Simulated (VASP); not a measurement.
# ZnS in VASP: further runs

ZnS is run at these levels: PBE, r2SCAN; tasks: single point.

Everything below comes from runs of VASP 6.6.1. Logs are shortened: lines on timing, memory, paths and dates and some standing lists are left out, and cuts for length are marked.

### 1 The cell of the first run

Symmetry: F-43m, No. 216, cubic system. Conventional cell: a = 5.238 Å, b = 5.238 Å, c = 5.238 Å, α = 90.00°, β = 90.00°, γ = 90.00°. Zn (site symmetry -43m) has 4 S at 2.27 Å within 3.0 Å. Within 3.0 Å of S (site symmetry -43m) lie 4 Zn at 2.27 Å.

### 2 Single point, PBE (strain -2.8%)

INCAR reads:

```
PREC     = Accurate       # precision mode
ENCUT    = 520            # plane-wave cutoff, eV
EDIFF    = 1E-7           # SCF threshold, eV
ISMEAR   = -1             # smearing method
SIGMA    = 0.02           # smearing width, eV
LREAL    = F              # projectors in reciprocal space
LASPH    = T              # aspherical terms in the spheres
NELM     = 80             # most SCF steps
ALGO     = Normal         # electronic algorithm
ISIF     = 2              # what is computed and relaxed
LWAVE    = F              # write WAVECAR
LCHARG   = F              # write CHGCAR
GGA      = PE             # functional
NBANDS   = 16             # bands
```

KPOINTS reads:

```
regular mesh
0
Gamma
  8 8 8
```

POSCAR reads:

```
ZnS
1.0
    0.0000000000      2.6191996977      2.6191996977
    2.6191996977      0.0000000000      2.6191996977
    2.6191996977      2.6191996977      0.0000000000
Zn S
1 1
Direct
    0.2500000000      0.2500000000      0.2500000000
    0.0000000000      0.0000000000      0.0000000000
```

Potentials or basis: VASP PAW PBE potentials, release 64 (Zn, S).

Command:

```sh
cat potpaw_PBE.64/Zn/POTCAR potpaw_PBE.64/S/POTCAR > POTCAR
mpirun -np 1 vasp_std > vasp.out
```

OUTCAR:

```text
PREC = Accurate
   ENCUT = 520
   EDIFF = 1E-7
   ISMEAR = -1
   LREAL = F
   LASPH = T
   NELM = 80
   ISIF = 2
   GGA = PE

 ion  position               nearest neighbor table
   1  0.250  0.250  0.250-   2 2.27   2 2.27   2 2.27   2 2.27
   2  0.000  0.000  0.000-   1 2.27   1 2.27   1 2.27   1 2.27

  LATTYP: Found a face centered cubic cell.
 ALAT       =     5.2383993954

  Lattice vectors:

 A1 = (   0.0000000000,   2.6191996977,   2.6191996977)
 A2 = (   2.6191996977,   0.0000000000,   2.6191996977)
 A3 = (   2.6191996977,   2.6191996977,   0.0000000000)

Analysis of symmetry for initial positions (statically):
=====================================================================
 Subroutine PRICEL returns:
 Original cell was already a primitive cell.

 Routine SETGRP: Setting up the symmetry group for a
 face centered cubic supercell.

 Subroutine GETGRP returns: Found 24 space group operations
 (whereof 24 operations were pure point group operations)
 out of a pool of 48 trial point group operations.

The static configuration has the point symmetry T_d .

Analysis of symmetry for dynamics (positions and initial velocities):
=====================================================================
 Subroutine PRICEL returns:
 Original cell was already a primitive cell.

 Routine SETGRP: Setting up the symmetry group for a
 face centered cubic supercell.

 Subroutine GETGRP returns: Found 24 space group operations
 (whereof 24 operations were pure point group operations)
 out of a pool of 48 trial point group operations.

The dynamic configuration has the point symmetry T_d .

 Subroutine INISYM returns: Found 24 space group operations
 (whereof 24 operations are pure point group operations),
 and found     1 'primitive' translations

----------------------------------------------------------------------------------------

                                     Primitive cell

  volume of cell :      35.9365

  direct lattice vectors                    reciprocal lattice vectors
     0.000000000  2.619199698  2.619199698    -0.190898006  0.190898006  0.190898006
     2.619199698  0.000000000  2.619199698     0.190898006 -0.190898006  0.190898006
     2.619199698  2.619199698  0.000000000     0.190898006  0.190898006 -0.190898006

  length of vectors
     3.704107735  3.704107735  3.704107735     0.330645046  0.330645046  0.330645046

  position of ions in fractional coordinates (direct lattice)
     0.250000000  0.250000000  0.250000000
     0.000000000  0.000000000  0.000000000

  ion indices of the primitive-cell ions
   primitive index   ion index
                 1           1
                 2           2

----------------------------------------------------------------------------------------

 KPOINTS: regular mesh

Automatic generation of k-mesh.
 Grid dimensions read from file:
 generate k-points for:    8    8    8

 Generating k-lattice:

  Cartesian coordinates                     Fractional coordinates (reciprocal lattice)
    -0.023862251  0.023862251  0.023862251     0.125000000  0.000000000  0.000000000
     0.023862251 -0.023862251  0.023862251     0.000000000  0.125000000  0.000000000
     0.023862251  0.023862251 -0.023862251     0.000000000  0.000000000  0.125000000

  Length of vectors
     0.041330631  0.041330631  0.041330631

  Shift w.r.t. Gamma in fractional coordinates (k-lattice)
     0.000000000  0.000000000  0.000000000

 Subroutine IBZKPT returns following result:
 ===========================================

 Found     29 irreducible k-points:

 Following reciprocal coordinates:
            Coordinates               Weight
  0.000000  0.000000  0.000000      1.000000
  0.125000  0.000000  0.000000      8.000000
  0.250000  0.000000  0.000000      8.000000
  0.375000  0.000000  0.000000      8.000000
  0.500000  0.000000  0.000000      4.000000
  0.125000  0.125000  0.000000      6.000000
[... 16 lines left out ...]
  0.500000  0.250000  0.125000     48.000000
 -0.375000  0.250000  0.125000     24.000000
 [... further k-points ...]
   k-points           NKPTS =     29   k-points in BZ     NKDIM =     29   number of bands    NBANDS=     16
   number of dos      NEDOS =    301   number of ions     NIONS =      2
   total plane-waves  NPLWV =  21952
   dimension x,y,z NGX =    28 NGY =   28 NGZ =   28
   dimension x,y,z NGXF=    56 NGYF=   56 NGZF=   56
   ions per type =               1   1
   NGX,Y,Z   is equivalent  to a cutoff of  12.57, 12.57, 12.57 a.u.
   NGXF,Y,Z  is equivalent  to a cutoff of  25.13, 25.13, 25.13 a.u.
 SYSTEM =  unknown system
   PREC   = accura    normal or accurate (medium, high low for compatibility)
   ISTART =      0    job   : 0-new  1-cont  2-samecut
   ICHARG =      2    charge: 1-file 2-atom 10-const
   ISPIN  =      1    spin polarized calculation?
   LNONCOLLINEAR =      F non collinear calculations
   LSORBIT =      F    spin-orbit coupling
[... 112 lines left out ...]
      6      -2.9776      2.00000
[... 8 lines left out ...]
     15      16.6680      0.00000
     16      16.6680      0.00000

 k-point     6 :       0.1250    0.1250    0.0000
  band No.  band energies     occupation
      1     -10.6272      2.00000
      2      -3.7667      2.00000
      3      -3.6866      2.00000
      4      -3.6866      2.00000
      5      -3.1394      2.00000
      6      -3.1034      2.00000
[... 8 lines left out ...]
     15      15.0952      0.00000
     16      16.7940      0.00000

 k-point     7 :       0.2500    0.1250    0.0000
  band No.  band energies     occupation
      1     -10.3401      2.00000
      2      -3.7733      2.00000
      3      -3.6299      2.00000
      4      -3.6280      2.00000
      5      -3.1502      2.00000
      6      -3.0904      2.00000
[... 8 lines left out ...]
     15      15.0770      0.00000
     16      17.0934      0.00000

 k-point     8 :       0.3750    0.1250    0.0000
  band No.  band energies     occupation
      1      -9.9350      2.00000
      2      -3.6807      2.00000
      3      -3.5755      2.00000
      4      -3.5456      2.00000
      5      -3.1196      2.00000
      6      -3.0752      2.00000
[... 8 lines left out ...]
     15      15.9185      0.00000
     16      16.4418      0.00000

 k-point     9 :       0.5000    0.1250    0.0000
  band No.  band energies     occupation
      1      -9.6530      2.00000
      2      -3.6051      2.00000
      3      -3.5567      2.00000
      4      -3.2501      2.00000
      5      -3.0750      2.00000
      6      -2.9651      2.00000
[... 8 lines left out ...]
     15      16.6896      0.00000
     16      16.9873      0.00000
[... 172 lines left out ...]
 k-point    19 :       0.5000    0.3750    0.0000
  band No.  band energies     occupation
      1      -9.3880      2.00000
      2      -3.7999      2.00000
      3      -3.3544      2.00000
      4      -3.3328      2.00000
      5      -3.0377      2.00000
      6      -2.9012      2.00000
[... 8 lines left out ...]
     15      16.9514      0.00000
     16      18.3519      0.00000

 k-point    20 :      -0.3750    0.3750    0.0000
  band No.  band energies     occupation
      1      -9.3523      2.00000
      2      -3.6857      2.00000
      3      -3.3884      2.00000
      4      -3.2529      2.00000
      5      -3.0735      2.00000
      6      -2.6920      2.00000
[... 8 lines left out ...]
     15      15.6883      0.00000
     16      19.4870      0.00000

 k-point    21 :       0.5000    0.5000    0.0000
  band No.  band energies     occupation
      1      -9.3237      2.00000
      2      -3.8580      2.00000
      3      -3.3116      2.00000
      4      -3.3116      2.00000
      5      -3.0207      2.00000
      6      -2.8674      2.00000
[... 8 lines left out ...]
     15      16.8655      0.00000
     16      17.9004      0.00000

 k-point    22 :       0.3750    0.2500    0.1250
  band No.  band energies     occupation
      1     -10.0274      2.00000
      2      -3.7500      2.00000
      3      -3.5776      2.00000
      4      -3.5486      2.00000
      5      -3.1497      2.00000
      6      -3.0693      2.00000
[... 8 lines left out ...]
     15      16.0641      0.00000
     16      18.6337      0.00000

 k-point    23 :       0.5000    0.2500    0.1250
  band No.  band energies     occupation
      1      -9.6764      2.00000
      2      -3.6282      2.00000
      3      -3.5448      2.00000
      4      -3.4067      2.00000
      5      -3.1000      2.00000
      6      -3.0396      2.00000
[... 8 lines left out ...]
     15      17.2597      0.00000
     16      17.7423      0.00000

 k-point    24 :      -0.3750    0.2500    0.1250
  band No.  band energies     occupation
      1      -9.5171      2.00000
      2      -3.5949      2.00000
      3      -3.5153      2.00000
      4      -3.2128      2.00000
      5      -3.1048      2.00000
      6      -2.8034      2.00000
[... 8 lines left out ...]
     15      16.8339      0.00000
     16      17.7395      0.00000

 [... further k-points ...]

------------------------ aborting loop because EDIFF is reached ----------------------------------------

  FORCE on cell =-STRESS in cart. coord.  units (eV):
  Direction    XX          YY          ZZ          XY          YZ          ZX
  --------------------------------------------------------------------------------------
  -------------------------------------------------------------------------------------
  Total        2.3705364      2.3705364      2.3705364     -0.0000000      0.0000000      0.0000000
  in kB      105.6869527    105.6869527    105.6869527     -0.0000000      0.0000000      0.0000000
  external PRESSURE =     105.6869527 kB  Pullay stress =       0.0000000 kB

 VOLUME and BASIS-vectors are now :
 -----------------------------------------------------------------------------
  energy-cutoff  :      520.00
  volume of cell :       35.94
      direct lattice vectors                 reciprocal lattice vectors
     0.000000000  2.619199698  2.619199698    -0.190898006  0.190898006  0.190898006
     2.619199698  0.000000000  2.619199698     0.190898006 -0.190898006  0.190898006
     2.619199698  2.619199698  0.000000000     0.190898006  0.190898006 -0.190898006

 POSITION                                       TOTAL-FORCE (eV/Angst)
 -----------------------------------------------------------------------------------
      1.30960      1.30960      1.30960         0.000000      0.000000      0.000000
      0.00000      0.00000      0.00000        -0.000000     -0.000000     -0.000000
 -----------------------------------------------------------------------------------
    total drift:                               -0.000002     -0.000002     -0.000002

  FREE ENERGIE OF THE ION-ELECTRON SYSTEM (eV)
  ---------------------------------------------------
  free  energy   TOTEN  =        -6.7187704390 eV

  energy  without entropy=       -6.7187704390  energy(sigma->0) =       -6.71877044
```

It took 24 s on 1 thread of AMD EPYC 7R13, shared host; peak memory 0.13 GiB.

What came out:

| Quantity | Value |
| --- | --- |
| Free energy | -6.7188 eV |
| Pressure | 10.6 GPa |
| Band gap on the k mesh | 2.53 eV |

Levels at points of the mesh, in eV from the valence-band top:
```csv
k point,band 6,band 7,band 8,band 9,band 10,band 11,band 12,band 13
"(0.00, 0.00, 0.00)",-6.15,0.00,0.00,0.00,2.53,6.31,6.31,6.31
"(0.50, 0.00, 0.00)",-6.01,-5.85,-1.01,-1.01,3.49,6.85,6.85,9.21
"(0.50, 0.50, 0.00)",-5.90,-4.94,-2.58,-2.58,3.18,4.03,11.68,12.61
```

Caveat: the cell differs from its parent crystal (strain -2.8%); the cell stands under pressure.

### 3 Single point, r2SCAN (strain -2.8%)

POSCAR is that of step 2.

INCAR.step1 reads:

```
SYSTEM = ZnS
PREC     = Accurate       ! precision mode
ENCUT    = 520            ! plane-wave cutoff, eV
ISMEAR   = 0              ! smearing method
SIGMA    = 0.01           ! smearing width, eV
LREAL    = .FALSE.        ! projectors in reciprocal space
LASPH    = .TRUE.         ! aspherical terms in the spheres
NELM     = 80             ! most SCF steps
NBANDS   = 16             ! bands
GGA      = PE             ! functional
ALGO     = Normal         ! electronic algorithm
EDIFF    = 1E-4           ! SCF threshold, eV
LWAVE    = .TRUE.         ! write WAVECAR
LCHARG   = .FALSE.        ! write CHGCAR
```

INCAR.step2 reads:

```
SYSTEM = ZnS
PREC     = Accurate       ! precision mode
ENCUT    = 520            ! plane-wave cutoff, eV
EDIFF    = 1E-6           ! SCF threshold, eV
ISMEAR   = 0              ! smearing method
SIGMA    = 0.01           ! smearing width, eV
LREAL    = .FALSE.        ! projectors in reciprocal space
LASPH    = .TRUE.         ! aspherical terms in the spheres
NELM     = 80             ! most SCF steps
ALGO     = Normal         ! electronic algorithm
ISIF     = 2              ! what is computed and relaxed
LWAVE    = .FALSE.        ! write WAVECAR
LCHARG   = .TRUE.         ! write CHGCAR
METAGGA  = R2SCAN         ! meta-GGA
LMIXTAU  = .TRUE.       
LELF     = .TRUE.         ! ELF
LVHAR    = .TRUE.       
NBANDS   = 16             ! bands
ISTART   = 1
```

KPOINTS reads:

```
regular mesh
0
G
  8 8 8
  0 0 0
```

Potentials or basis: VASP PAW PBE potentials, release 64 (Zn, S).

Command:

```sh
cat potpaw_PBE.64/Zn/POTCAR potpaw_PBE.64/S/POTCAR > POTCAR
cp INCAR.step1 INCAR
mpirun -np 1 vasp_std > vasp.out
cp INCAR.step2 INCAR
mpirun -np 1 vasp_std > vasp.out
```

Wall time 2.5 min (1 thread of AMD EPYC 7R13, shared host); peak memory 0.14 GiB.

The run converged. Its results:

| Property | Result |
| --- | --- |
| Free energy | -18.7922 eV |
| Pressure | 8.1 GPa |
| Band gap on the k mesh | 3.12 eV |

Levels at points of the mesh, in eV from the valence-band top:
| k point | band 6 | band 7 | band 8 | band 9 | band 10 | band 11 | band 12 | band 13 |
| --- | --- | --- | --- | --- | --- | --- | --- | --- |
| (0.00, 0.00, 0.00) | -6.25 | 0.00 | 0.00 | 0.00 | 3.12 | 6.81 | 6.81 | 6.81 |
| (0.50, 0.00, 0.00) | -6.13 | -5.97 | -1.04 | -1.04 | 4.00 | 7.31 | 7.31 | 9.77 |
| (0.50, 0.50, 0.00) | -6.01 | -5.00 | -2.65 | -2.65 | 3.50 | 4.43 | 12.53 | 13.48 |

Caveat: the cell differs from its parent crystal (strain -2.8%); the cell stands under pressure; the PAW data sets were made with another functional, which shifts forces and pressure a little. A k mesh can miss the band edges.

### 4 Single point, PBE (shear xy strain +5.7%)

INCAR reads:

```
PREC     = Accurate       # precision mode
ENCUT    = 520            # plane-wave cutoff, eV
EDIFF    = 1E-6           # SCF threshold, eV
ISMEAR   = -1             # smearing method
SIGMA    = 0.02           # smearing width, eV
LREAL    = False          # projectors in reciprocal space
LASPH    = True           # aspherical terms in the spheres
NELM     = 80             # most SCF steps
ALGO     = Normal         # electronic algorithm
ISIF     = 2              # what is computed and relaxed
LWAVE    = False          # write WAVECAR
LCHARG   = False          # write CHGCAR
GGA      = PE             # functional
NBANDS   = 16             # bands
```

KPOINTS reads:

```
Automatic mesh
0
Gamma
  8 8 8
```

POSCAR reads:

```
ZnS
1.0
    0.0771858376      2.6940955541      2.6940955541
    2.6940955541      0.0771858376      2.6940955541
    2.7712813917      2.7712813917      0.0000000000
Zn S
1 1
Direct
    0.2449123997      0.2449123997      0.2550876003
    0.0050876003      0.0050876003     -0.0050876003
```

Command:

```sh
cat potpaw_PBE.64/Zn/POTCAR potpaw_PBE.64/S/POTCAR > POTCAR
mpirun -np 1 vasp_std > vasp.out
```

Wall time 91 s (1 thread of AMD EPYC 7R13, shared host); peak memory 0.17 GiB.

The run converged. Its results:

| Quantity | Value |
| --- | --- |
| Free energy | -6.8232 eV |
| Pressure | 2.5 GPa |
| Largest force | 0.018 eV/Å |
| Band gap on the k mesh | 1.95 eV |

Forces on the atoms (eV/Å):
```
Zn   0.000  0.000 -0.018
S    0.000  0.000  0.018
```

Stress tensor (GPa, compression positive):
```
 2.51 -2.76  0.00
-2.76  2.51  0.00
 0.00  0.00  2.44
```

Levels at points of the mesh, in eV from the valence-band top:
```csv
k point,band 6,band 7,band 8,band 9,band 10,band 11,band 12,band 13
"(0.00, 0.00, 0.00)",-6.03,-0.30,-0.18,0.00,1.95,5.88,6.29,6.63
"(0.50, 0.00, 0.00)",-5.79,-5.44,-1.22,-1.04,2.94,6.54,6.66,8.77
"(0.50, 0.50, 0.00)",-5.81,-4.76,-2.70,-2.09,2.98,4.18,10.89,11.88
"(0.00, 0.00, 0.50)",-5.86,-5.55,-1.04,-0.83,3.39,6.86,7.03,8.65
"(0.50, 0.00, 0.50)",-5.81,-4.74,-2.40,-2.40,3.22,3.91,10.63,11.75
```

Caveat: the cell differs from its parent crystal (shear xy strain +5.7%).

### 5 Single point, r2SCAN (shear xy strain +5.7%)

POSCAR is that of step 4.

INCAR.step1 reads:

```
SYSTEM = ZnS
PREC = Accurate ; ENCUT = 520
ISMEAR = 0 ; SIGMA = 0.01
LREAL = .FALSE. ; LASPH = .TRUE.
NELM = 80 ; NBANDS = 16
GGA = PE ; ALGO = Normal
EDIFF = 1E-4 ; LWAVE = .TRUE.
LCHARG = .FALSE.
```

INCAR.step2 reads:

```
SYSTEM = ZnS
PREC = Accurate ; ENCUT = 520
EDIFF = 1E-6 ; ISMEAR = 0
SIGMA = 0.01 ; LREAL = .FALSE.
LASPH = .TRUE. ; NELM = 80
ALGO = Normal ; ISIF = 2
LWAVE = .FALSE. ; LCHARG = .TRUE.
METAGGA = R2SCAN ; LMIXTAU = .TRUE.
LELF = .TRUE. ; LVHAR = .TRUE.
NBANDS = 16 ; ISTART = 1
```

KPOINTS reads:

```
regular mesh
0
G
  8 8 8
  0 0 0
```

Command:

```sh
cat potpaw_PBE.64/Zn/POTCAR potpaw_PBE.64/S/POTCAR > POTCAR
cp INCAR.step1 INCAR
mpirun -np 1 vasp_std > vasp.out
cp INCAR.step2 INCAR
mpirun -np 1 vasp_std > vasp.out
```

Run time: 7.3 min. Hardware: 1 thread of AMD EPYC 7R13, shared host; peak memory 0.18 GiB.

It converged, with:

* Free energy: -18.8465 eV
* Pressure: 0.1 GPa
* Band gap on the k mesh: 2.50 eV

Stress tensor (GPa, compression positive):
```
 0.11 -2.89  0.00
-2.89  0.11  0.00
 0.00  0.00  0.00
```

Levels at points of the mesh, in eV from the valence-band top:
```tsv
k point	band 6	band 7	band 8	band 9	band 10	band 11	band 12	band 13
(0.00, 0.00, 0.00)	-6.15	-0.32	-0.19	0.00	2.50	6.36	6.80	7.15
(0.50, 0.00, 0.00)	-5.92	-5.55	-1.25	-1.07	3.43	6.99	7.12	9.29
(0.50, 0.50, 0.00)	-5.93	-4.82	-2.78	-2.15	3.29	4.58	11.67	12.72
(0.00, 0.00, 0.50)	-5.98	-5.66	-1.07	-0.85	3.90	7.33	7.50	9.20
(0.50, 0.00, 0.50)	-5.94	-4.81	-2.47	-2.47	3.53	4.31	11.40	12.58
```

Caveat: the cell differs from its parent crystal (shear xy strain +5.7%); the PAW data sets were made with another functional, which shifts forces and pressure a little.

### 6 Summary

```tsv
level	cell	smearing	gap on the mesh (eV)	pressure (GPa)
PBE	a = 3.704 Å, angles 60.0°, 2 atoms, strain -2.8%	fermi-dirac 0.02 eV	2.53	10.6
r2SCAN	a = 3.704 Å, angles 60.0°, 2 atoms, strain -2.8%	gaussian 0.01 eV	3.12	8.1
PBE	a = 3.811, b = 3.811, c = 3.919 Å, angles 59.1, 59.1, 58.1°, 2 atoms, shear xy strain +5.7%	fermi-dirac 0.02 eV	1.95	2.5
r2SCAN	a = 3.811, b = 3.811, c = 3.919 Å, angles 59.1, 59.1, 58.1°, 2 atoms, shear xy strain +5.7%	gaussian 0.01 eV	2.50	0.1
```

Alike in all rows: task single point; potentials or basis VASP PAW PBE potentials, release 64 (Zn, S); no spin polarisation; k mesh 8 × 8 × 8; cutoff (eV) 520.

Caveats: the cell stands under pressure (at least some runs); the PAW data sets were made with another functional, which shifts forces and pressure a little (at least some runs).

Total energies depend on the potentials used, so only differences within one code and one set of settings carry meaning.
